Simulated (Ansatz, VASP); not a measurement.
One calculation of ZrSi2, two programs

```
Zr Si
1.0
     4.00079    0.00000    0.00000
    -2.00039    3.46478    0.00000
     0.00000    0.00000    3.58668
Zr Si
1 2
Direct
  0.00000 0.00000 0.00000
  0.33333 0.66667 0.50000
  0.66667 0.33333 0.50000
```

Alike in both runs: functional r2SCAN; k mesh 6 × 6 × 6; occupations gaussian, width 0.1 eV; no spin polarisation.

Ansatz relaxed the structure, and its values are those at the end. VASP's run is a single point on that final structure, the one shown.

```csv
,VASP,Ansatz
version,VASP 6.6.1,Ansatz 0.2.0
potentials or method,"VASP PAW PBE potentials, release 64 (Zr_sv, Si), cutoff 520 eV","scalar-relativistic, plane waves, PAW"
valence electrons in the cell,20,20
```

Ansatz gave:

```
gap on the k mesh at the Fermi level (eV) : none
pressure (GPa)                            : 0.2
```

**Question.** Estimate VASP's values.

**Answer.** gap on the k mesh at the Fermi level (eV): none; pressure (GPa): 0.1.

VASP's potentials were made for PBE, not for r2SCAN. A gap of «none» marks a metal or a gap that the smearing closes. The functional is the same, so the differences come from potentials, cutoffs and numerics.
